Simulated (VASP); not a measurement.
# FeO (Wuestite) in VASP: notebook

FeO (Wuestite) is run at these levels: PBEsol, PBE; tasks: single point.

Everything below comes from runs of VASP 6.6.1. Logs are shortened: lines on timing, memory, paths and dates and some standing lists are left out, and cuts for length are marked.

**The experiment to reproduce.**

From “W\"ustite: Electric, thermodynamic and optical properties of FeO”, 2012, arxiv:1203.1201, for a bulk crystal of FeO: band gap 2.4 eV (optical).

The results are compared with them further down.

## Step 1: The cell of the first run

Symmetry: I4/mmm, No. 139, tetragonal system. Conventional cell: a = 3.170 Å, b = 3.170 Å, c = 4.311 Å, α = 90.00°, β = 90.00°, γ = 90.00°. Fe (site symmetry 4/mmm) has 6 O at 2.16 to 2.24 Å within 2.9 Å. O (site symmetry 4/mmm) has 6 Fe at 2.16 to 2.24 Å within 2.9 Å.

## Step 2: Single point, PBEsol, collinear spin, ferromagnetic start

File INCAR:

```
SYSTEM = FeO
  PREC = Accurate
  ENCUT = 520
  EDIFF = 1E-6
  ISMEAR = -1
  SIGMA = 0.05
  LREAL = .False.
  LASPH = .True.
  NELM = 150
  ALGO = Normal
  ISIF = 2
  LWAVE = .False.
  LCHARG = .False.
  ISPIN = 2
  MAGMOM = 3 0
  LORBIT = 11
  LMAXMIX = 4
  GGA = PS
  NBANDS = 18
```

File KPOINTS:

```
Automatic mesh
0
Gamma
  9 9 9
  0 0 0
```

File POSCAR:

```
FeO
1.0
    0.0000000000      2.2416160000      2.1554000000
    2.2416160000      0.0000000000      2.1554000000
    2.2416160000      2.2416160000      0.0000000000
Fe O
1 1
Direct
    0.0000000000      0.0000000000      0.0000000000
    0.5000000000      0.5000000000      0.5000000000
```

Potentials or basis: VASP PAW PBE potentials, release 64 (Fe, O).

Started as:

```bash
$ cat potpaw_PBE.64/Fe/POTCAR potpaw_PBE.64/O/POTCAR > POTCAR
$ mpirun -np 1 vasp_std > vasp.out
```

OUTCAR:

```text
SYSTEM = FeO
   PREC = Accurate
   ENCUT = 520
   EDIFF = 1E-6
   ISMEAR = -1
   LREAL = .False.
   LASPH = .True.
   NELM = 150
   ISIF = 2
   ISPIN = 2
   LORBIT = 11
   GGA = PS

 ion  position               nearest neighbor table
   1  0.000  0.000  0.000-   2 2.16   2 2.16   2 2.24   2 2.24   2 2.24   2 2.24
   2  0.500  0.500  0.500-   1 2.16   1 2.16   1 2.24   1 2.24   1 2.24   1 2.24

  LATTYP: Found a body centered tetragonal cell.
 ALAT       =     3.1701237488
 C/A-ratio  =     1.3598207331

  Lattice vectors:

 A1 = (   0.0000000000,  -2.2416160000,  -2.1554000000)
 A2 = (   0.0000000000,   2.2416160000,  -2.1554000000)
 A3 = (   2.2416160000,   0.0000000000,   2.1554000000)

Analysis of symmetry for initial positions (statically):
=====================================================================
 Subroutine PRICEL returns:
 Original cell was already a primitive cell.

 Routine SETGRP: Setting up the symmetry group for a
 body centered tetragonal supercell.

 Subroutine GETGRP returns: Found 16 space group operations
 (whereof 16 operations were pure point group operations)
 out of a pool of 16 trial point group operations.

The static configuration has the point symmetry D_4h.

Analysis of symmetry for dynamics (positions and initial velocities):
=====================================================================
 Subroutine PRICEL returns:
 Original cell was already a primitive cell.

 Routine SETGRP: Setting up the symmetry group for a
 body centered tetragonal supercell.

 Subroutine GETGRP returns: Found 16 space group operations
 (whereof 16 operations were pure point group operations)
 out of a pool of 16 trial point group operations.

The dynamic configuration has the point symmetry D_4h.

Analysis of structural, dynamic, and magnetic symmetry:
=====================================================================
 Subroutine PRICEL returns:
 Original cell was already a primitive cell.

 Routine SETGRP: Setting up the symmetry group for a
 body centered tetragonal supercell.

 Subroutine GETGRP returns: Found 16 space group operations
 (whereof 16 operations were pure point group operations)
 out of a pool of 16 trial point group operations.

The overall configuration has the point symmetry D_4h.

 Subroutine INISYM returns: Found 16 space group operations
 (whereof 16 operations are pure point group operations),
 and found     1 'primitive' translations

----------------------------------------------------------------------------------------

                                     Primitive cell

  volume of cell :      21.6611

  direct lattice vectors                    reciprocal lattice vectors
     0.000000000  2.241616000  2.155400000    -0.223053369  0.223053369  0.231975503
     2.241616000  0.000000000  2.155400000     0.223053369 -0.223053369  0.231975503
     2.241616000  2.241616000  0.000000000     0.223053369  0.223053369 -0.231975503

  length of vectors
     3.109757459  3.109757459  3.170123749     0.391558737  0.391558737  0.391558737

  position of ions in fractional coordinates (direct lattice)
     0.000000000  0.000000000  0.000000000
     0.500000000  0.500000000  0.500000000

  ion indices of the primitive-cell ions
   primitive index   ion index
                 1           1
                 2           2

----------------------------------------------------------------------------------------

 KPOINTS: Automatic mesh

Automatic generation of k-mesh.
 Grid dimensions read from file:
 generate k-points for:    9    9    9

 Generating k-lattice:

  Cartesian coordinates                     Fractional coordinates (reciprocal lattice)
    -0.024783708  0.024783708  0.025775056     0.111111111  0.000000000  0.000000000
     0.024783708 -0.024783708  0.025775056     0.000000000  0.111111111  0.000000000
     0.024783708  0.024783708 -0.025775056    -0.000000000 -0.000000000  0.111111111

  Length of vectors
     0.043506526  0.043506526  0.043506526

  Shift w.r.t. Gamma in fractional coordinates (k-lattice)
     0.000000000  0.000000000  0.000000000

 Subroutine IBZKPT returns following result:
 ===========================================

 Found     75 irreducible k-points:

 Following reciprocal coordinates:
            Coordinates               Weight
  0.000000  0.000000  0.000000      1.000000
  0.111111  0.000000  0.000000      8.000000
  0.222222  0.000000  0.000000      8.000000
  0.333333  0.000000  0.000000      8.000000
  0.444444  0.000000  0.000000      8.000000
  0.111111  0.111111  0.000000      2.000000
[... 16 lines left out ...]
 -0.333333  0.333333  0.000000      4.000000
  0.444444  0.444444  0.000000      2.000000
 [... further k-points ...]
   k-points           NKPTS =     75   k-points in BZ     NKDIM =     75   number of bands    NBANDS=     18
   number of dos      NEDOS =    301   number of ions     NIONS =      2
   total plane-waves  NPLWV =  13824
   dimension x,y,z NGX =    24 NGY =   24 NGZ =   24
   dimension x,y,z NGXF=    48 NGYF=   48 NGZF=   48
   ions per type =               1   1
   NGX,Y,Z   is equivalent  to a cutoff of  12.83, 12.83, 12.59 a.u.
   NGXF,Y,Z  is equivalent  to a cutoff of  25.66, 25.66, 25.17 a.u.
 SYSTEM =  FeO
   PREC   = accura    normal or accurate (medium, high low for compatibility)
   ISTART =      0    job   : 0-new  1-cont  2-samecut
   ICHARG =      2    charge: 1-file 2-atom 10-const
   ISPIN  =      2    spin polarized calculation?
   LNONCOLLINEAR =      F non collinear calculations
   LSORBIT =      F    spin-orbit coupling
   LASPH  =      T    aspherical Exc in radial PAW
   ENCUT  =  520.0 eV  38.22 Ry    6.18 a.u.   5.78  5.78  5.89*2*pi/ulx,y,z
   NELM   =    150;   NELMIN=  2; NELMDL= -5     # of ELM steps
   EDIFF  = 0.1E-05   stopping-criterion for ELM
   LREAL  =      F    real-space projection
   EDIFFG = 0.1E-04   stopping-criterion for IOM
   NSW    =      0    number of steps for IOM
   IBRION =     -1    ionic relax: 0-MD 1-quasi-New 2-CG
   NFREE  =      0    steps in history (QN), initial steepest desc. (CG)
   ISIF   =      2    stress and relaxation
   ISYM   =      2    0-nonsym 1-usesym 2-fastsym
   POTIM  = 0.5000    time-step for ionic-motion
   TEBEG  =    0.0;   TEEND  =   0.0 temperature during run
   PSTRESS=    0.0 pullay stress
   NELECT =      14.0000    total number of electrons
   NUPDOWN=      -1.0000    fix difference up-down
   EMIN   =  10.00;   EMAX   =-10.00  energy-range for DOS
   EFERMI =   0.00;   METHOD = LEGACY
   ISMEAR =    -1;   SIGMA  =   0.05  broadening in eV -4-tet -1-fermi 0-gaus
   EFERMI_NEDOS =   21; number of points for ismear=-14 and -15
   IALGO  =     38    algorithm
   IMIX   =      4    mixing-type and parameters
     AMIX     =   0.40;   BMIX     =  1.00
     AMIX_MAG =   1.60;   BMIX_MAG =  1.00
  volume/ion in A,a.u.               =      10.83        73.09
  Fermi-wavevector in a.u.,A,eV,Ry     =   1.415438  2.674789 27.258779  2.003464
  Thomas-Fermi vector in A             =   2.536876
   LORBIT       =     11    0 simple, 1 ext, 2 COOP (PROOUT), +10 PAW based schemes
   GGA     = PS    functional components
   LHFCALC =     F    Hartree Fock is set to
   AEXX    =    0.0000 exact exchange contribution
   IVDW    =     0    specifies the selected vdW correction
   LEPSILON=     F    determine dielectric tensor
   LRPA    =     F    only Hartree local field effects (RPA)
 spin polarized calculation
  energy-cutoff  :      520.00
  volume of cell :       21.66
 maximum number of plane-waves:       596
   NGX = 11   NGY = 11   NGZ = 11

 number of electron      13.9999998 magnetization       4.0022546

 Free energy of the ion-electron system (eV)
  ---------------------------------------------------
  ext. energy  EPLUGINS =         0.00000000
  ---------------------------------------------------
  free energy    TOTEN  =       -15.69855982 eV

  energy without entropy =      -15.68613618  energy(sigma->0) =      -15.69234800

 E-fermi :   5.2349     XC(G=0): -11.9816

 val. band max:        5.2269398256   @ k =   0.0000   0.0000   0.0000
 cond. band min:       5.2388399718   @ k =   0.2222   0.1111   0.0000
 fundamental gap:      0.0119001462
 Fermi energy:         5.2349023657

 spin component 1

 k-point     1 :       0.0000    0.0000    0.0000
  band No.  band energies     occupation
      1     -14.8390      1.00000
      2       1.3968      1.00000
      3       1.3968      1.00000
      4       1.5416      1.00000
      5       1.5423      1.00000
      6       1.5971      1.00000
[... 10 lines left out ...]
     17      25.3015      0.00000
     18      27.1334      0.00000
[... 463 lines left out ...]
 k-point    24 :       0.4444    0.4444    0.0000
  band No.  band energies     occupation
      1     -13.8074      1.00000
      2      -1.6841      1.00000
      3       0.4737      1.00000
      4       0.4737      1.00000
      5       0.6997      1.00000
      6       1.9247      1.00000
[... 10 lines left out ...]
     17      33.6805      0.00000
     18      33.6805      0.00000

 [... further k-points ...]

 spin component 2

 k-point     1 :       0.0000    0.0000    0.0000
  band No.  band energies     occupation
      1     -14.3058      1.00000
      2       2.1318      1.00000
      3       2.2758      1.00000
      4       2.2758      1.00000
      5       4.5609      1.00000
      6       4.5609      1.00000
[... 10 lines left out ...]
     17      26.8065      0.00000
     18      28.2204      0.00000
[... 463 lines left out ...]
 k-point    24 :       0.4444    0.4444    0.0000
  band No.  band energies     occupation
      1     -13.2280      1.00000
      2      -1.1462      1.00000
      3       1.0696      1.00000
      4       1.0696      1.00000
      5       3.3964      1.00000
      6       5.8763      0.00000
[... 10 lines left out ...]
     17      33.9572      0.00000
     18      33.9572      0.00000

 [... further k-points ...]
[... 5 lines left out ...]
  --------------------------------------------------------------------------------------
  -------------------------------------------------------------------------------------
  Total       -2.6374358     -2.6374358     -2.4594870      0.0000000      0.0000000      0.0000000
  in kB     -195.0797427   -195.0797427   -181.9176379      0.0000000      0.0000000      0.0000000
  external PRESSURE =    -190.6923745 kB  Pullay stress =       0.0000000 kB

 VOLUME and BASIS-vectors are now :
 -----------------------------------------------------------------------------
  energy-cutoff  :      520.00
  volume of cell :       21.66
      direct lattice vectors                 reciprocal lattice vectors
     0.000000000  2.241616000  2.155400000    -0.223053369  0.223053369  0.231975503
     2.241616000  0.000000000  2.155400000     0.223053369 -0.223053369  0.231975503
     2.241616000  2.241616000  0.000000000     0.223053369  0.223053369 -0.231975503

 POSITION                                       TOTAL-FORCE (eV/Angst)
 -----------------------------------------------------------------------------------
      0.00000      0.00000      0.00000         0.000000      0.000000     -0.000000
      2.24162      2.24162      2.15540         0.000000      0.000000      0.000000
 -----------------------------------------------------------------------------------
    total drift:                                0.000000     -0.000000      0.000000

  FREE ENERGIE OF THE ION-ELECTRON SYSTEM (eV)
  ---------------------------------------------------
  free  energy   TOTEN  =       -15.6985598204 eV

  energy  without entropy=      -15.6861361762  energy(sigma->0) =      -15.69234800

 total charge

# of ion       s       p       d       tot
------------------------------------------
    1        0.274   0.316   6.037   6.626
    2        1.552   3.375   0.000   4.927
--------------------------------------------------
tot          1.826   3.691   6.037  11.554

 magnetization (x)

# of ion       s       p       d       tot
------------------------------------------
    1        0.027   0.019   3.575   3.621
    2        0.027   0.262   0.000   0.290
--------------------------------------------------
tot          0.054   0.282   3.575   3.910
```

It took 65 s on 1 thread of Intel Xeon Platinum 8375C at 2.90GHz (Ice Lake), shared host; peak memory 0.18 GiB.

What came out:

```
Free energy                                           : -15.6986 eV
Pressure                                              : -19.1 GPa
Band gap on the k mesh                                : zero (filled and empty bands overlap)
Net moment                                            : 4.00 μB per cell
Site moments                                          : Fe +3.62; O +0.29 μB
Valence electrons inside the program's atomic spheres : Fe 6.63; O 4.93
```

Stress tensor (GPa, compression positive):
```
-19.51   0.00   0.00
  0.00 -19.51   0.00
  0.00   0.00 -18.19
```

Caveat: the PAW data sets were made with another functional, which shifts forces and pressure a little; a cell with one magnetic atom can't hold antiferromagnetic order, which such compounds often take; semilocal functionals often make such compounds metallic where correlation or magnetic order opens a gap, which also shifts bond lengths. With open d or f shells a metallic result of PBEsol can be an artefact of self-interaction; +U or a hybrid may open a gap.

## Step 3: Single point, PBE, collinear spin, ferromagnetic start

This run uses another cell than the first one, of 9.81 Å³/atom, 0.906 times its volume.

File INCAR:

```
PREC = Accurate ; ENCUT = 520
EDIFF = 1E-6 ; ISMEAR = -1
SIGMA = 0.05 ; LREAL = False
LASPH = True ; NELM = 150
ALGO = Normal ; ISIF = 2
LWAVE = False ; LCHARG = True
ISPIN = 2 ; MAGMOM = 3 0
LORBIT = 11 ; LMAXMIX = 4
GGA = PE ; LELF = True
LVHAR = True ; NBANDS = 18
```

File KPOINTS:

```
regular mesh
0
Gamma
  11 11 11
```

File POSCAR:

```
FeO
1.0
    0.0000000000      2.1409337923      2.1409337923
    2.1409337923      0.0000000000      2.1409337923
    2.1409337923      2.1409337923      0.0000000000
Fe O
1 1
Direct
    0.0000000000      0.0000000000      0.0000000000
    0.5000000000      0.5000000000      0.5000000000
```

Potentials or basis: VASP PAW PBE potentials, release 64 (Fe, O).

Started as:

```bash
$ cat potpaw_PBE.64/Fe/POTCAR potpaw_PBE.64/O/POTCAR > POTCAR
$ mpirun -np 1 vasp_std > vasp.out
```

It took 15 s on 1 thread of Intel Xeon 6975P-C (Granite Rapids), shared host; peak memory 0.16 GiB.

The run converged. Its results:

```yaml
Free_energy: -14.9309 eV
Pressure: 3.8 GPa
Band_gap_on_the_k_mesh: zero (filled and empty bands overlap)
Net_moment: 4.00 μB per cell
Site_moments: Fe +3.62; O +0.31 μB
Valence_electrons_inside_the_program's_atomic_spheres: Fe 6.76; O 5.00
```

Levels at points of the mesh, in eV from the Fermi level:
Spin up:
```
           k point  band 6  band 7  band 8  band 9  band 10  band 11  band 12  band 13
(0.00, 0.00, 0.00)   -3.87   -3.87   -3.68   -3.68     0.20    15.54    17.21    17.21
```
Spin down:
| k point | band 1 | band 2 | band 3 | band 4 | band 5 | band 6 | band 7 | band 8 | band 9 | band 10 |
| --- | --- | --- | --- | --- | --- | --- | --- | --- | --- | --- |
| (0.00, 0.00, 0.00) | -20.35 | -3.30 | -3.30 | -3.30 | -0.76 | -0.76 | -0.76 | 0.19 | 0.19 | 1.01 |

Caveat: a cell with one magnetic atom can't hold antiferromagnetic order, which such compounds often take; semilocal functionals often make such compounds metallic where correlation or magnetic order opens a gap, which also shifts bond lengths. With open d or f shells a metallic result of PBE can be an artefact of self-interaction; +U or a hybrid may open a gap.

## Step 4: Single point, PBE, collinear spin, ferromagnetic start

This run uses another cell than the first one, of 10.01 Å³/atom, 0.925 times its volume.

File INCAR:

```
SYSTEM = FeO
ALGO     = Normal         ! electronic algorithm
EDIFF    = 1E-7           ! SCF threshold, eV
ENCUT    = 520            ! plane-wave cutoff, eV
GGA      = PE             ! functional
ISIF     = 2              ! what is computed and relaxed
ISMEAR   = -1             ! smearing method
ISPIN    = 2              ! spin polarisation
LASPH    = .True.         ! aspherical terms in the spheres
LCHARG   = .False.        ! write CHGCAR
LMAXMIX  = 4              ! l up to which the mixer works
LORBIT   = 11             ! projections on sites
LREAL    = .False.        ! projectors in reciprocal space
LWAVE    = .False.        ! write WAVECAR
MAGMOM   = 3 0            ! initial moments
NBANDS   = 18             ! bands
NELM     = 150            ! most SCF steps
PREC     = Accurate       ! precision mode
SIGMA    = 0.05           ! smearing width, eV
```

File KPOINTS:

```
k-points
0
Gamma
  11 11 11
  0 0 0
```

File POSCAR:

```
FeO
1.0
    0.0000000000      2.1554000000      2.1554000000
    2.1554000000      0.0000000000      2.1554000000
    2.1554000000      2.1554000000      0.0000000000
Fe O
1 1
Direct
    0.0000000000      0.0000000000      0.0000000000
    0.5000000000      0.5000000000      0.5000000000
```

Started as:

```bash
$ cat potpaw_PBE.64/Fe/POTCAR potpaw_PBE.64/O/POTCAR > POTCAR
$ mpirun -np 1 vasp_std > vasp.out
```

It took 16 s on 1 thread of Intel Xeon 6975P-C (Granite Rapids), shared host; peak memory 0.16 GiB.

The run converged. Its results:

```
Free energy                                           : -14.9359 eV
Pressure                                              : -0.1 GPa
Band gap on the k mesh                                : zero (filled and empty bands overlap)
Net moment                                            : 4.00 μB per cell
Site moments                                          : Fe +3.62; O +0.30 μB
Valence electrons inside the program's atomic spheres : Fe 6.73; O 4.99
```

Levels at points of the mesh, in eV from the Fermi level:
Spin up:
```tsv
k point	band 5	band 6	band 7	band 8	band 9	band 10	band 11	band 12	band 13	band 14
(0.00, 0.00, 0.00)	-3.80	-3.80	-3.80	-3.67	-3.67	0.09	15.47	17.04	17.04	17.04
```
Spin down:
```
           k point  band 3  band 4  band 5  band 6  band 7  band 8
(0.00, 0.00, 0.00)   -3.24   -3.24   -0.73   -0.73   -0.73    0.20
```

Caveat: a cell with one magnetic atom can't hold antiferromagnetic order, which such compounds often take; semilocal functionals often make such compounds metallic where correlation or magnetic order opens a gap, which also shifts bond lengths.

(Continued in part 2 of 2.)
